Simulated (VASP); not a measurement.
Runs of VASP 6.6.1 on GaN. The structure is that of space group P6_3mc (No. 186), or close to it. The cells are those of the table. 

```tsv
cell	gap on the mesh (eV)	pressure (GPa)	largest force (eV/Å)
a = 3.180, b = 3.180, c = 5.166 Å, angles 90.0, 90.0, 120.0°, 4 atoms	(d)	-3.4	0.13
a = 3.098, b = 3.098, c = 5.033 Å, angles 90.0, 90.0, 120.0°, 4 atoms	2.52	13.9	0.15
a = 3.070, b = 3.070, c = 4.988 Å, angles 90.0, 90.0, 120.0°, 4 atoms	2.70	21.4	0.16
a = 3.153, b = 3.153, c = 5.123 Å, angles 90.0, 90.0, 120.0°, 4 atoms	2.16	1.6	0.13
a = 3.126, b = 3.126, c = 5.078 Å, angles 90.0, 90.0, 120.0°, 4 atoms	2.34	7.3	0.14
a = 3.206, b = 3.206, c = 5.209 Å, angles 90.0, 90.0, 120.0°, 4 atoms	(a)	(c)	0.12
a = 3.283, b = 3.283, c = 5.333 Å, angles 90.0, 90.0, 120.0°, 4 atoms	1.35	-17.7	0.10
a = 3.258, b = 3.258, c = 5.292 Å, angles 90.0, 90.0, 120.0°, 4 atoms	1.50	(b)	0.11
```

Alike in all rows: task single point; level LDA; potentials or basis VASP PAW LDA potentials, release 64 (Ga_d, N); no spin polarisation; k mesh 12 × 12 × 4; cutoff (eV) 520; smearing methfessel-paxton 0.1 eV.

**Question.** Fill in the values left out.

**Answer.** (a) 1.82; (b) -14.9; (c) -7.8; (d) 1.99.

A k mesh can miss the band edges, and the runs leave out spin-orbit coupling on Ga.
